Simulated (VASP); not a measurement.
Crystal: ZrB2.

```
CELL_PARAMETERS angstrom
3.17000 0.00000 0.00000
-1.58500 2.74530 0.00000
0.00000 0.00000 3.53300
ATOMIC_POSITIONS crystal
Zr 0.00000 0.00000 0.00000
B 0.66667 0.33333 0.50000
B 0.33333 0.66667 0.50000
```

| Quantity | Value |
| --- | --- |
| Program | VASP 6.6.1 |
| Task | relaxation of cell and atoms |
| Functional | r2SCAN |
| Potentials or basis | VASP PAW PBE potentials, release 64 (Zr_sv, B) |
| Cutoff | 600 eV |
| k mesh | 10 × 10 × 8 |
| Occupations | fermi-dirac, width 0.05 eV |
| Spin | no spin polarisation |
| Hubbard terms | Zr d U = 2.0 eV |

At the start: pressure 5.5 GPa; volume 10.25 Å³/atom.

**Question.** Where does the relaxation end?

**Answer.** Over 4 steps the energy falls by 4.9 meV/atom and the volume is 10.49 Å³/atom (+2.3 %); space group P6/mmm (No. 191, to 0.1 Å) before and after.

Step by step:
```tsv
step	energy change (eV)	largest force (eV/Å)	pressure (GPa)	volume (Å³)
1	0.0000	0.0000	5.50	30.75
2	0.0029	0.0000	-6.23	32.34
3	-0.0137	0.0000	-0.37	31.49
4	-0.0147	0.0000	0.00	31.46
```

Final structure:
```cif
data_structure
_symmetry_space_group_name_H-M 'P 1'
_symmetry_Int_Tables_number 1
_cell_length_a 3.1813
_cell_length_b 3.1813
_cell_length_c 3.5889
_cell_angle_alpha 90.000
_cell_angle_beta 90.000
_cell_angle_gamma 120.000
_cell_volume 31.46
loop_
_atom_site_label
_atom_site_type_symbol
_atom_site_fract_x
_atom_site_fract_y
_atom_site_fract_z
_atom_site_occupancy
Zr1 Zr 0.00000 0.00000 0.00000 1
B1 B 0.66667 0.33333 0.50000 1
B2 B 0.33333 0.66667 0.50000 1
```

Caveat: the PAW data sets were made with another functional, which shifts forces and pressure a little; U without spin polarisation on a metal has little footing; the U is typed as a test and isn't derived for this compound.
